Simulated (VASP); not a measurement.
Set up this calculation in VASP 6.6.1, as the native input.

```
Task                   : single point
Functional             : PBEsol
Potentials or basis    : VASP PAW PBE potentials, release 64 (Hf_pv, O)
Cutoff                 : 520 eV
k mesh                 : 9 × 9 × 9
Occupations            : fermi-dirac, width 0.05 eV
Spin                   : no spin polarisation
Hubbard terms          : Hf d U = 1.0 eV
Dipole correction      : no
Further INCAR settings : ALGO = Normal; EDIFF = 1e-07; NBANDS = 18
```

The structure of HfO2 lies in POSCAR:

```
HfO2
1.0
    0.0000000000      2.5575000000      2.5575000000
    2.5575000000      0.0000000000      2.5575000000
    2.5575000000      2.5575000000      0.0000000000
Hf O
1 2
Direct
    0.0000000000      0.0000000000      0.0000000000
    0.7500000000      0.7500000000      0.7500000000
    0.2500000000      0.2500000000      0.2500000000
```

These files were run (other wordings do the same):

INCAR

```
PREC = Accurate ; ENCUT = 520
EDIFF = 1E-7 ; ISMEAR = -1
SIGMA = 0.05 ; LREAL = F
LASPH = T ; NELM = 150
ALGO = Normal ; ISIF = 2
LWAVE = F ; LCHARG = T
LMAXMIX = 4 ; LDAU = T
LDAUTYPE = 2 ; LDAUL = 2 -1
LDAUU = 1 0 ; LDAUJ = 0 0
LDAUPRINT = 1 ; GGA = PS
LELF = T ; LVHAR = T
NBANDS = 18
```

KPOINTS

```
Automatic mesh
0
Gamma
  9 9 9
```

Potentials or basis: VASP PAW PBE potentials, release 64 (Hf_pv, O).

Run with:

```bash
$ cat potpaw_PBE.64/Hf_pv/POTCAR potpaw_PBE.64/O/POTCAR > POTCAR
$ mpirun -np 1 vasp_std > vasp.out
```

Results of the run:

```
Pressure               : -10.9 GPa
Band gap on the k mesh : 3.83 eV, indirect (least direct gap 3.95 eV)
```

Caveat: the PAW data sets were made with another functional, which shifts forces and pressure a little; spin-orbit coupling is left out, which moves the levels of the heavy elements.

Run time: 13 s on 1 thread of AMD EPYC 9R45 96-Core Processor (Zen 5), with other jobs on the host, peak memory 0.14 GiB.
